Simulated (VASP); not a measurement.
FeO:

```
Fe O
1.0
     2.55914    0.00000    0.00000
     0.00000    2.55914    0.00000
     0.00000    0.00000    2.55914
Fe O
1 1
Cartesian
  0.0000 0.0000 0.0000
  1.2796 1.2796 1.2796
```

Base run:

| Item | Value |
| --- | --- |
| Program | VASP 6.6.1 |
| Functional | PBE |
| Potentials or basis | VASP PAW PBE potentials, release 64 (Fe, O) |
| Cutoff | 520 eV |
| k mesh | 10 × 10 × 10 |
| Occupations | fermi-dirac, width 0.05 eV |
| Spin | collinear spin, ferromagnetic start |
| Starting moments | [3.0, 0.0] μB |

Its results: band gap on the k mesh zero (filled and empty bands overlap); pressure 25.9 GPa; net moment 3.97 μB per cell; site moments Fe +3.50; O +0.38 μB.

Question: The run is repeated on the same cell with these changes: potentials or basis from VASP PAW PBE potentials, release 64 (Fe, O) to VASP PAW PBE potentials, release 64 (Fe_sv, O); cutoff from 520 eV to 600 eV; further incar settings from ALGO = Normal; EDIFF = 1e-07; NBANDS = 18 to ALGO = Normal; EDIFF = 1e-06; NBANDS = 22; valence electrons from 14 to 22. What comes out?

Answer: Band gap on the k mesh zero (filled and empty bands overlap); pressure 23.0 GPa; net moment 3.98 μB per cell; site moments Fe +3.39; O +0.38 μB.

Caveats: a cell with one magnetic atom can't hold antiferromagnetic order, which such compounds often take; semilocal functionals often make such compounds metallic where correlation or magnetic order opens a gap, which also shifts bond lengths.
